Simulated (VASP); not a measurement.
BaS: single point with HSE06

BaS:

```
CELL_PARAMETERS angstrom
0.00000 3.19375 3.19375
3.19375 0.00000 3.19375
3.19375 3.19375 0.00000
ATOMIC_POSITIONS crystal
Ba 0.00000 0.00000 0.00000
S 0.50000 0.50000 0.50000
```

```
Program                            : VASP 6.6.1
Task                               : single point
Functional                         : HSE06
Potentials or basis                : VASP PAW PBE potentials, release 64 (Ba_sv, S)
Cutoff                             : 520 eV
k mesh                             : 4 × 4 × 4
Occupations                        : fermi-dirac, width 0.1 eV
Spin                               : no spin polarisation
Dipole correction                  : no
Grid for exact exchange (PRECFOCK) : Normal
Further INCAR settings             : ALGO = Normal; EDIFF = 1e-07; NBANDS = 15
Share of exact exchange            : 0.25
Screening parameter                : 0.2079 1/Å
```

- Pressure: 1.0 GPa
- Band gap on the k mesh: 3.02 eV (least direct gap 3.18 eV)

Levels at points of the mesh, in eV from the valence-band top:
```tsv
k point	band 4	band 5	band 6	band 7	band 8	band 9	band 10	band 11	band 12	band 13
(0.00, 0.00, 0.00)	-11.81	-11.43	0.00	0.00	0.00	4.58	4.92	4.92	4.92	5.87
(0.50, 0.00, 0.00)	-11.84	-9.89	-2.07	-1.15	-1.15	6.65	6.71	7.55	7.55	10.12
(0.50, 0.50, 0.00)	-12.02	-11.33	-0.59	-0.16	-0.16	3.02	7.10	7.20	8.82	8.82
```

Wall time 4.8 min on 1 thread of Intel(R) Xeon(R) 6975P-C (Granite Rapids) (shared host), peak memory 0.32 GiB.

Caveat: the k points lie up to 0.43 Å⁻¹ apart; the PAW data sets were made with another functional, which shifts forces and pressure a little; spin-orbit coupling is left out, which moves the levels of the heavy elements. A k mesh can miss the band edges.
